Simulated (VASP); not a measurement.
A run of VASP 6.6.1 is set up as follows.

POSCAR

```
HfN
1.0
    3.2700731268      0.0000000000      0.0000000000
   -1.6350365634      2.8319664001      0.0000000000
    0.0000000000      0.0000000000      5.3508185608
Hf N
2 2
Direct
    0.6666666667      0.3333333333      0.7500000000
    0.3333333333      0.6666666667      0.2500000000
    0.0000000000      0.0000000000      0.0000000000
    0.0000000000      0.0000000000      0.5000000000
```

Contents of INCAR.step1:

```
SYSTEM = HfN
  PREC = Accurate
  ENCUT = 520
  ISMEAR = 0
  SIGMA = 0.1
  LREAL = .FALSE.
  LASPH = .TRUE.
  NELM = 80
  NBANDS = 23
  GGA = PE
  ALGO = Normal
  EDIFF = 1E-4
  LWAVE = .TRUE.
  LCHARG = .FALSE.
```

File INCAR.step2:

```
SYSTEM = HfN
  PREC = Accurate
  ENCUT = 520
  EDIFF = 1E-7
  ISMEAR = 0
  SIGMA = 0.1
  LREAL = .FALSE.
  LASPH = .TRUE.
  NELM = 80
  ALGO = Normal
  ISIF = 2
  LWAVE = .FALSE.
  LCHARG = .TRUE.
  METAGGA = R2SCAN
  LMIXTAU = .TRUE.
  LELF = .TRUE.
  LVHAR = .TRUE.
  NBANDS = 23
  ISTART = 1
```

Contents of KPOINTS:

```
regular mesh
0
G
  18 18 10
  0 0 0
```

Potentials or basis: VASP PAW PBE potentials, release 64 (Hf_pv, N).

Launch:

```bash
$ cat potpaw_PBE.64/Hf_pv/POTCAR potpaw_PBE.64/N/POTCAR > POTCAR
$ cp INCAR.step1 INCAR
$ mpirun -np 1 vasp_std > vasp.out
$ cp INCAR.step2 INCAR
$ mpirun -np 1 vasp_std > vasp.out
```

(1) What does it give for the band gap on the k mesh?

(2) What does it give for the pressure?

Answers

(1) zero (band 15 reaches 9.32 eV, above the bottom of band 16 at 6.91 eV).

(2) -17.9 GPa.

Caveat: the cell differs from its parent crystal (biaxial strain in the a-b plane: +4.0 %, then relaxed in part); the PAW data sets were made with another functional, which shifts forces and pressure a little; spin-orbit coupling is left out, which moves the levels of the heavy elements.
